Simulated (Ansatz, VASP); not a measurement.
ZrSe2: VASP beside Ansatz

```
Se Zr
1.0
     3.75453    0.00000    0.00000
    -1.87727    3.25152    0.00000
     0.00000    0.00000   30.12000
Se Zr
2 1
Direct
  0.33333 0.66667 0.23194
  0.66667 0.33333 0.33778
  0.00000 0.00000 0.28486
```

Alike in both runs: functional PBE; dispersion D3(BJ); k mesh 12 × 12 × 1; occupations gaussian, width 0.03 eV; no spin polarisation.

Ansatz relaxed the structure, and its values are those at the end. VASP's run is a single point on that final structure, the one shown.

```csv
,VASP,Ansatz
version,VASP 6.6.1,Ansatz 0.2.0
potentials or method,"VASP PAW PBE potentials, release 64 (Se, Zr_sv), cutoff 400 eV","scalar-relativistic, plane waves, PAW"
valence electrons in the cell,24,44
```

|  | VASP | Ansatz | Ansatz less VASP |
| --- | --- | --- | --- |
| gap on the k mesh at the Fermi level (eV) | 0.38 | 0.38 | +0.001 |
| least direct gap on the mesh (eV) | 1.10 | 1.10 | +0.002 |
| rms of the force components (eV/Å) | 0.009 | 0.000 | -0.0088 |

VASP's potentials hold 24 valence electrons a cell and Ansatz's 44, so a difference there can come from the potentials and not from the codes. Ansatz's warnings: slab cell height set, structure snapped to symmetry.
